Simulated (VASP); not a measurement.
Wanted: the native input for a VASP 6.6.1 run.

```yaml
Task: single point
Functional: PBE
Potentials_or_basis: VASP PAW PBE potentials, release 64 (Cd, S)
Cutoff: 520 eV
k_mesh: 6 × 6 × 4
Occupations: methfessel-paxton, width 0.05 eV
Spin: no spin polarisation
Dipole_correction: no
Further_INCAR_settings: ALGO = Normal; EDIFF = 1e-07; NBANDS = 26
```

The structure of CdS (Greenockite) lies in POSCAR:

```
CdS
1.0
    4.0435424578      0.0000000000      0.0000000000
   -2.0217712289      3.5018100749      0.0000000000
    0.0000000000      0.0000000000      6.5641796477
Cd S
2 2
Direct
    0.3333333333      0.6666666667      0.0000000000
    0.6666666667      0.3333333333      0.5000000000
    0.3333333333      0.6666666667      0.3750000000
    0.6666666667      0.3333333333      0.8750000000
```

These files were run (other wordings do the same):

INCAR

```
  ALGO = Normal
  EDIFF = 1E-7
  ENCUT = 520
  GGA = PE
  ISIF = 2
  ISMEAR = 1
  LASPH = T
  LCHARG = F
  LREAL = F
  LWAVE = F
  NBANDS = 26
  NELM = 80
  PREC = Accurate
  SIGMA = 0.05
```

KPOINTS

```
k-points
0
Gamma
  6 6 4
```

Potentials or basis: VASP PAW PBE potentials, release 64 (Cd, S).

Command:

```bash
$ cat potpaw_PBE.64/Cd/POTCAR potpaw_PBE.64/S/POTCAR > POTCAR
$ mpirun -np 1 vasp_std > vasp.out
```

Results of the run:

```
Pressure               : 8.4 GPa
Largest force          : 0.085 eV/Å
Band gap on the k mesh : 1.38 eV, direct
```

It took 98 s on 1 thread of Intel Xeon 8259CL, with other jobs on the host, peak memory 0.21 GiB.
